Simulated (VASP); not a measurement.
# PbO (Pmmn) in VASP: further runs

Runs on PbO. Level: PBE+D3(BJ). Tasks: single point.

Program: VASP 6.6.1. These are calculated values, not measurements. Logs are shortened: lines on timing, memory, paths and dates and some standing lists are left out, and cuts for length are marked.

### 1 The cell of the first run

Symmetry: Pmmn, No. 59, orthorhombic system. Conventional cell: a = 3.913 Å, b = 4.154 Å, c = 4.995 Å, α = 90.00°, β = 90.00°, γ = 90.00°. Pb (site symmetry mm2) has 4 O at 2.32 to 2.36 Å within 3.1 Å. O (site symmetry mm2) has 4 Pb at 2.32 to 2.36 Å and 4 O at 2.86 Å within 3.1 Å.

### 2 Single point, PBE+D3(BJ) (uniaxial strain along a: -3.0 %, then relaxed in part)

INCAR

```
SYSTEM = PbO
PREC = Accurate
ENCUT = 600
EDIFF = 1E-6
ISMEAR = 0
SIGMA = 0.02
LREAL = .FALSE.
LASPH = .TRUE.
NELM = 120
ALGO = Normal
ISIF = 2
LWAVE = .FALSE.
LCHARG = .FALSE.
GGA = PE
IVDW = 12
NBANDS = 28
GGA_COMPAT = .FALSE.
```

KPOINTS

```
regular mesh
0
G
  8 8 6
  0 0 0
```

POSCAR

```
PbO
1.0
    3.9129310290      0.0000000000      0.0000000000
    0.0000000000      4.1540355498      0.0000000000
    0.0000000000      0.0000000000      4.9953915129
Pb O
2 2
Direct
    0.0000000000      0.5000000000      0.2374073354
    0.5000000000      0.0000000000      0.7625926646
    0.0000000000      0.0000000000      0.0133156876
    0.5000000000      0.5000000000     -0.0133156876
```

Potentials or basis: VASP PAW PBE potentials, release 64 (Pb_d, O).

Launch:

```sh
$ cat potpaw_PBE.64/Pb_d/POTCAR potpaw_PBE.64/O/POTCAR > POTCAR
$ mpirun -np 1 vasp_std > vasp.out
```

OUTCAR:

```text
SYSTEM = PbO
   PREC = Accurate
   ENCUT = 600
   EDIFF = 1E-6
   ISMEAR = 0
   LREAL = .FALSE.
   LASPH = .TRUE.
   NELM = 120
   ISIF = 2
   GGA = PE
   IVDW = 12
 IVDW          = 12

 ion  position               nearest neighbor table
   1  0.000  0.500  0.237-   4 2.32   4 2.32   3 2.36   3 2.36   2 3.71   2 3.71   2 3.71   2 3.71
                             2 3.88   2 3.88   2 3.88   2 3.88
   2  0.500  0.000  0.763-   3 2.32   3 2.32   4 2.36   4 2.36   1 3.71   1 3.71   1 3.71   1 3.71
                             1 3.88   1 3.88   1 3.88   1 3.88
   3  0.000  0.000  0.013-   2 2.32   2 2.32   1 2.36   1 2.36
   4  0.500  0.500  0.987-   1 2.32   1 2.32   2 2.36   2 2.36

  LATTYP: Found a simple orthorhombic cell.
 ALAT       =     3.9129310290
 B/A-ratio  =     1.0616173705
 C/A-ratio  =     1.2766367400

  Lattice vectors:

 A1 = (   3.9129310290,   0.0000000000,   0.0000000000)
 A2 = (   0.0000000000,   4.1540355498,   0.0000000000)
 A3 = (   0.0000000000,   0.0000000000,   4.9953915129)

Analysis of symmetry for initial positions (statically):
=====================================================================
 Subroutine PRICEL returns:
 Original cell was already a primitive cell.

 Routine SETGRP: Setting up the symmetry group for a
 simple orthorhombic supercell.

 Subroutine GETGRP returns: Found  8 space group operations
 (whereof  4 operations were pure point group operations)
 out of a pool of  8 trial point group operations.

The static configuration has the point symmetry C_2v.
 The point group associated with its full space group is D_2h.

Analysis of symmetry for dynamics (positions and initial velocities):
=====================================================================
 Subroutine PRICEL returns:
 Original cell was already a primitive cell.

 Routine SETGRP: Setting up the symmetry group for a
 simple orthorhombic supercell.

 Subroutine GETGRP returns: Found  8 space group operations
 (whereof  4 operations were pure point group operations)
 out of a pool of  8 trial point group operations.

The dynamic configuration has the point symmetry C_2v.
 The point group associated with its full space group is D_2h.

 Subroutine INISYM returns: Found  8 space group operations
 (whereof  4 operations are pure point group operations),
 and found     1 'primitive' translations

[... 98 lines left out ...]
   EDIFF  = 0.1E-05   stopping-criterion for ELM
   LREAL  =      F    real-space projection
   EDIFFG = 0.1E-04   stopping-criterion for IOM
   NSW    =      0    number of steps for IOM
   IBRION =     -1    ionic relax: 0-MD 1-quasi-New 2-CG
   NFREE  =      0    steps in history (QN), initial steepest desc. (CG)
   ISIF   =      2    stress and relaxation
   ISYM   =      2    0-nonsym 1-usesym 2-fastsym
   POTIM  = 0.5000    time-step for ionic-motion
   TEBEG  =    0.0;   TEEND  =   0.0 temperature during run
   PSTRESS=    0.0 pullay stress
   NELECT =      40.0000    total number of electrons
   NUPDOWN=      -1.0000    fix difference up-down
   EMIN   =  10.00;   EMAX   =-10.00  energy-range for DOS
   EFERMI =   0.00;   METHOD = LEGACY
   ISMEAR =     0;   SIGMA  =   0.02  broadening in eV -4-tet -1-fermi 0-gaus
   EFERMI_NEDOS =   21; number of points for ismear=-14 and -15
   IALGO  =     38    algorithm
   IMIX   =      4    mixing-type and parameters
     AMIX     =   0.40;   BMIX     =  1.00
     AMIX_MAG =   1.60;   BMIX_MAG =  1.00
  volume/ion in A,a.u.               =      20.30       136.99
  Fermi-wavevector in a.u.,A,eV,Ry     =   1.292947  2.443316 22.745035  1.671713
  Thomas-Fermi vector in A             =   2.424624
   LORBIT       =      0    0 simple, 1 ext, 2 COOP (PROOUT), +10 PAW based schemes
   GGA     = PE    functional components
   LHFCALC =     F    Hartree Fock is set to
   AEXX    =    0.0000 exact exchange contribution
   IVDW    =    12    specifies the selected vdW correction
   LEPSILON=     F    determine dielectric tensor
   LRPA    =     F    only Hartree local field effects (RPA)
 non-spin polarized calculation
 Gauss-broadening in eV      SIGMA  =   0.02
  energy-cutoff  :      600.00
  volume of cell :       81.20
 maximum number of plane-waves:      2736
 NGX is ok and might be reduce to    32
   NGX = 15   NGY = 17   NGZ = 19

 number of electron      39.9999996 magnetization

 Free energy of the ion-electron system (eV)
  ---------------------------------------------------
  ext. energy  EPLUGINS =         0.00000000
  ---------------------------------------------------
  free energy    TOTEN  =       -21.46695817 eV

  energy without entropy =      -21.46695817  energy(sigma->0) =      -21.46695817

 E-fermi :   4.9253     XC(G=0):  -9.7345

 val. band max:        4.8395650153   @ k =   0.1250   0.0000   0.0000
 cond. band min:       6.0955377229   @ k =   0.5000   0.5000   0.0000
 fundamental gap:      1.2559727077
 Fermi energy:         4.9253154094

 k-point     1 :       0.0000    0.0000    0.0000
  band No.  band energies     occupation
      1     -13.2467      2.00000
      2     -12.8141      2.00000
      3     -11.1106      2.00000
      4     -11.1059      2.00000
      5     -11.0596      2.00000
      6     -11.0271      2.00000
[... 733 lines left out ...]
     27      13.3414      0.00000
     28      13.3414      0.00000

 [... further k-points ...]

------------------------ aborting loop because EDIFF is reached ----------------------------------------

 Edisp (eV)   -0.93504

 E8    (eV) :    -0.4288

  FORCE on cell =-STRESS in cart. coord.  units (eV):
  Direction    XX          YY          ZZ          XY          YZ          ZX
  --------------------------------------------------------------------------------------
  -------------------------------------------------------------------------------------
  Total       0.07960     0.01738     0.01308     0.00000     0.00000     0.00000
  in kB       1.57069     0.34286     0.25815     0.00000     0.00000     0.00000
  external pressure =        0.72 kB  Pullay stress =        0.00 kB

 VOLUME and BASIS-vectors are now :
 -----------------------------------------------------------------------------
  energy-cutoff  :      600.00
  volume of cell :       81.20
      direct lattice vectors                 reciprocal lattice vectors
     3.912931029  0.000000000  0.000000000     0.255562900  0.000000000  0.000000000
     0.000000000  4.154035550  0.000000000     0.000000000  0.240729765  0.000000000
     0.000000000  0.000000000  4.995391513     0.000000000  0.000000000  0.200184510

 POSITION                                       TOTAL-FORCE (eV/Angst)
 -----------------------------------------------------------------------------------
      0.00000      2.07702      1.18594         0.000000      0.000000      0.036150
      1.95647      0.00000      3.80945         0.000000      0.000000     -0.036150
      0.00000      0.00000      0.06652         0.000000      0.000000      0.005071
      1.95647      2.07702      4.92887         0.000000      0.000000     -0.005071
 -----------------------------------------------------------------------------------
    total drift:                                0.000000      0.000000     -0.000000

  FREE ENERGIE OF THE ION-ELECTRON SYSTEM (eV)
  ---------------------------------------------------
  free  energy   TOTEN  =       -22.4020031410 eV

  energy  without entropy=      -22.4020031410  energy(sigma->0) =      -22.40200314
```

OSZICAR:

```text
N       E                     dE             d eps       ncg     rms          rms(c)
DAV:   1     0.485502443106E+03    0.48550E+03   -0.21276E+04  5600   0.186E+03
DAV:   2     0.417855262513E+02   -0.44372E+03   -0.42594E+03  5680   0.476E+02
DAV:   3    -0.228728129141E+02   -0.64658E+02   -0.62724E+02  7092   0.190E+02
DAV:   4    -0.260599374059E+02   -0.31871E+01   -0.31730E+01  6632   0.431E+01
DAV:   5    -0.261526126314E+02   -0.92675E-01   -0.92664E-01  6260   0.804E+00    0.124E+01
DAV:   6    -0.216933947276E+02    0.44592E+01   -0.25093E+01  8256   0.390E+01    0.561E+00
DAV:   7    -0.214971704005E+02    0.19622E+00   -0.30252E+00  6836   0.125E+01    0.250E+00
DAV:   8    -0.214745335831E+02    0.22637E-01   -0.52779E-01  6132   0.474E+00    0.786E-01
DAV:   9    -0.214659324317E+02    0.86012E-02   -0.54249E-02  9052   0.184E+00    0.279E-01
DAV:  10    -0.214671688983E+02   -0.12365E-02   -0.11783E-02  6496   0.771E-01    0.918E-02
DAV:  11    -0.214669990635E+02    0.16983E-03   -0.22122E-03  8680   0.376E-01    0.632E-02
DAV:  12    -0.214669606956E+02    0.38368E-04   -0.33383E-04  8064   0.169E-01    0.183E-02
DAV:  13    -0.214669586284E+02    0.20672E-05   -0.45385E-05  6592   0.459E-02    0.437E-03
DAV:  14    -0.214669581742E+02    0.45421E-06   -0.29276E-06  6272   0.145E-02
   1 F= -.22402003E+02 E0= -.22402003E+02  d E =-.610372E-12
```

Wall time 4.9 min (1 thread of Oxide Virtual Turin-like, shared host); peak memory 0.34 GiB.

Results:

```
Free energy                : -22.4020 eV
Pressure                   : 0.1 GPa
Largest force              : 0.036 eV/Å
Band gap on the k mesh     : 1.26 eV (least direct gap 2.19 eV)
Dispersion energy per atom : -0.234 eV
```

Forces in eV/Å, atoms in the order of the input:
```
Pb   0.000  0.000  0.036
Pb   0.000  0.000 -0.036
O    0.000  0.000  0.005
O    0.000  0.000 -0.005
```

Stress tensor (GPa, compression positive):
```
0.16 0.00 0.00
0.00 0.03 0.00
0.00 0.00 0.03
```

Caveat: the cell differs from its parent crystal (uniaxial strain along a: -3.0 %, then relaxed in part); spin-orbit coupling is left out, which moves the levels of the heavy elements.

### 3 Single point, PBE+D3(BJ) (uniaxial strain along a: -1.0 %, then relaxed in part)

INCAR

```
SYSTEM = PbO
PREC     = Accurate       ! precision mode
ENCUT    = 600            ! plane-wave cutoff, eV
EDIFF    = 1E-6           ! SCF threshold, eV
ISMEAR   = 0              ! smearing method
SIGMA    = 0.02           ! smearing width, eV
LREAL    = .False.        ! projectors in reciprocal space
LASPH    = .True.         ! aspherical terms in the spheres
NELM     = 120            ! most SCF steps
ALGO     = Normal         ! electronic algorithm
ISIF     = 2              ! what is computed and relaxed
LWAVE    = .False.        ! write WAVECAR
LCHARG   = .False.        ! write CHGCAR
GGA      = PE             ! functional
IVDW     = 12             ! dispersion correction
NBANDS   = 28             ! bands
GGA_COMPAT= .False.
```

KPOINTS

```
regular mesh
0
Gamma
  8 8 6
  0 0 0
```

POSCAR

```
PbO
1.0
    3.9936100193      0.0000000000      0.0000000000
    0.0000000000      4.0744076611      0.0000000000
    0.0000000000      0.0000000000      4.9946579198
Pb O
2 2
Direct
    0.0000000000      0.5000000000      0.2376805791
    0.5000000000      0.0000000000      0.7623194209
    0.0000000000      0.0000000000      0.0044672232
    0.5000000000      0.5000000000     -0.0044672232
```

Potentials or basis: VASP PAW PBE potentials, release 64 (Pb_d, O).

Launch:

```sh
$ cat potpaw_PBE.64/Pb_d/POTCAR potpaw_PBE.64/O/POTCAR > POTCAR
$ mpirun -np 1 vasp_std > vasp.out
```

It took 4 min on 1 thread of Oxide Virtual Turin-like, shared host; peak memory 0.34 GiB.

Results (log left out):

- Free energy: -22.4026 eV
- Pressure: 0.0 GPa
- Largest force: 0.036 eV/Å
- Band gap on the k mesh: 1.26 eV (least direct gap 2.19 eV)
- Dispersion energy per atom: -0.234 eV

Forces on the atoms (eV/Å):
```
Pb   0.000  0.000  0.036
Pb   0.000  0.000 -0.036
O    0.000  0.000  0.002
O    0.000  0.000 -0.002
```

Levels at points of the mesh, in eV from the valence-band top:
| k point | band 16 | band 17 | band 18 | band 19 | band 20 | band 21 | band 22 | band 23 | band 24 | band 25 |
| --- | --- | --- | --- | --- | --- | --- | --- | --- | --- | --- |
| (0.00, 0.00, 0.00) | -4.00 | -1.55 | -1.54 | -1.53 | -0.03 | 2.37 | 5.45 | 5.55 | 5.68 | 6.57 |
| (0.50, 0.00, 0.00) | -3.00 | -2.87 | -2.87 | -1.49 | -1.49 | 3.34 | 3.34 | 6.54 | 6.54 | 6.58 |
| (0.00, 0.50, 0.00) | -2.93 | -2.80 | -2.80 | -1.52 | -1.52 | 3.49 | 3.49 | 6.47 | 6.47 | 6.64 |
| (0.50, 0.50, 0.00) | -3.17 | -1.55 | -1.55 | -0.92 | -0.92 | 1.26 | 1.26 | 5.34 | 5.34 | 7.89 |
| (0.00, 0.00, 0.50) | -3.83 | -1.59 | -1.56 | -1.56 | -0.75 | 1.93 | 3.88 | 4.10 | 4.14 | 8.56 |
| (0.50, 0.00, 0.50) | -3.53 | -2.83 | -2.83 | -0.88 | -0.88 | 3.15 | 3.15 | 6.17 | 6.17 | 7.26 |
| (0.00, 0.50, 0.50) | -3.41 | -2.76 | -2.76 | -0.87 | -0.87 | 3.09 | 3.09 | 6.26 | 6.26 | 7.32 |
| (0.50, 0.50, 0.50) | -3.64 | -2.15 | -2.15 | -0.92 | -0.92 | 3.52 | 3.52 | 4.79 | 4.79 | 5.69 |

Caveat: the cell differs from its parent crystal (uniaxial strain along a: -1.0 %, then relaxed in part); spin-orbit coupling is left out, which moves the levels of the heavy elements. A k mesh can miss the band edges.

### 4 Single point, PBE+D3(BJ) (uniaxial strain along a: +1.0 %, then relaxed in part)

INCAR

```
SYSTEM = PbO
ALGO     = Normal         ! electronic algorithm
EDIFF    = 1E-6           ! SCF threshold, eV
ENCUT    = 600            ! plane-wave cutoff, eV
GGA      = PE             ! functional
GGA_COMPAT= .FALSE.      
ISIF     = 2              ! what is computed and relaxed
ISMEAR   = 0              ! smearing method
IVDW     = 12             ! dispersion correction
LASPH    = .TRUE.         ! aspherical terms in the spheres
LCHARG   = .FALSE.        ! write CHGCAR
LREAL    = .FALSE.        ! projectors in reciprocal space
LWAVE    = .FALSE.        ! write WAVECAR
NBANDS   = 28             ! bands
NELM     = 120            ! most SCF steps
PREC     = Accurate       ! precision mode
SIGMA    = 0.02           ! smearing width, eV
```

KPOINTS

```
k-points
0
G
  8 8 6
  0 0 0
```

POSCAR

```
PbO
1.0
    4.0742890095      0.0000000000      0.0000000000
    0.0000000000      3.9960692953      0.0000000000
    0.0000000000      0.0000000000      4.9914775442
Pb O
2 2
Direct
    0.0000000000      0.5000000000      0.2377349822
    0.5000000000      0.0000000000      0.7622650178
    0.0000000000      0.0000000000     -0.0043291070
    0.5000000000      0.5000000000      0.0043291070
```

Launch:

```sh
$ cat potpaw_PBE.64/Pb_d/POTCAR potpaw_PBE.64/O/POTCAR > POTCAR
$ mpirun -np 1 vasp_std > vasp.out
```

Wall time 5.3 min (1 thread of Oxide Virtual Turin-like, shared host); peak memory 0.34 GiB.

The run converged. Its results:

```
Free energy                : -22.4026 eV
Pressure                   : 0.0 GPa
Largest force              : 0.035 eV/Å
Band gap on the k mesh     : 1.27 eV (least direct gap 2.19 eV)
Dispersion energy per atom : -0.234 eV
```

Forces in eV/Å, atoms in the order of the input:
```
Pb   0.000  0.000  0.035
Pb   0.000  0.000 -0.035
O    0.000  0.000 -0.002
O    0.000  0.000  0.002
```

Levels at points of the mesh, in eV from the valence-band top:
| k point | band 18 | band 19 | band 20 | band 21 | band 22 | band 23 |
| --- | --- | --- | --- | --- | --- | --- |
| (0.00, 0.00, 0.00) | -1.54 | -1.53 | -0.03 | 2.37 | 5.45 | 5.56 |
| (0.50, 0.00, 0.00) | -2.80 | -1.51 | -1.51 | 3.49 | 3.49 | 6.47 |
| (0.00, 0.50, 0.00) | -2.86 | -1.49 | -1.49 | 3.35 | 3.35 | 6.54 |
| (0.50, 0.50, 0.00) | -1.54 | -0.92 | -0.92 | 1.27 | 1.27 | 5.34 |
| (0.00, 0.00, 0.50) | -1.56 | -1.56 | -0.75 | 1.93 | 3.88 | 4.10 |
| (0.50, 0.00, 0.50) | -2.76 | -0.86 | -0.86 | 3.09 | 3.09 | 6.26 |
| (0.00, 0.50, 0.50) | -2.83 | -0.88 | -0.88 | 3.15 | 3.15 | 6.17 |
| (0.50, 0.50, 0.50) | -2.15 | -0.92 | -0.92 | 3.53 | 3.53 | 4.79 |

Caveat: the cell differs from its parent crystal (uniaxial strain along a: +1.0 %, then relaxed in part); spin-orbit coupling is left out, which moves the levels of the heavy elements. A k mesh can miss the band edges.

### 5 The runs side by side

```csv
cell,gap on the mesh (eV),pressure (GPa),largest force (eV/Å)
"a = 3.913, b = 4.154, c = 4.995 Å, 4 atoms, atomic positions A",1.26,0.1,0.04
"a = 3.994, b = 4.074, c = 4.995 Å, 4 atoms, atomic positions B",1.26,0.0,0.04
"a = 4.074, b = 3.996, c = 4.991 Å, 4 atoms, atomic positions C",1.27,0.0,0.04
```

Alike in all rows: task single point; level PBE+D3(BJ); potentials or basis VASP PAW PBE potentials, release 64 (Pb_d, O); no spin polarisation; k mesh 8 × 8 × 6; cutoff (eV) 600; smearing gaussian 0.02 eV.

Caveats: spin-orbit coupling is left out, which moves the levels of the heavy elements.

Absolute energies hang on the potentials; compare differences alone.
